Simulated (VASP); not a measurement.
Input of a VASP 6.6.1 run:

INCAR

```
SYSTEM = GaN
PREC = Accurate
ENCUT = 520
EDIFF = 1E-6
ISMEAR = 0
SIGMA = 0.01
LREAL = .False.
LASPH = .True.
NELM = 80
ALGO = Normal
ISIF = 2
LWAVE = .False.
LCHARG = .True.
LELF = .True.
LVHAR = .True.
NBANDS = 16
```

The input KPOINTS:

```
Automatic mesh
0
Gamma
  10 10 10
  0 0 0
```

POSCAR

```
GaN
1.0
    2.2722585891      2.2722585891      0.0000000000
   -2.2722585891      2.2722585891      0.0000000000
    0.0000000000      2.2722585891      2.1774692407
Ga N
1 1
Direct
    0.0000000000      0.0000000000      0.0000000000
    0.2500000000      0.7500000000      0.5000000000
```

Potentials or basis: VASP PAW LDA potentials, release 64 (Ga_d, N).

The run is started by

```sh
$ cat potpaw_LDA.64/Ga_d/POTCAR potpaw_LDA.64/N/POTCAR > POTCAR
$ mpirun -np 1 vasp_std > vasp.out
```

Question: What does it give for the band gap on the k mesh?

Answer: 1.73 eV, direct.

Question: What does it give for the pressure?

Answer: -2.4 GPa.

Stress tensor (GPa, compression positive):
```
-4.04  0.00  0.00
 0.00 -4.04  0.00
 0.00  0.00  1.00
```

Caveat: the cell differs from its parent crystal (in-plane strain +0.02, then relaxed in part).
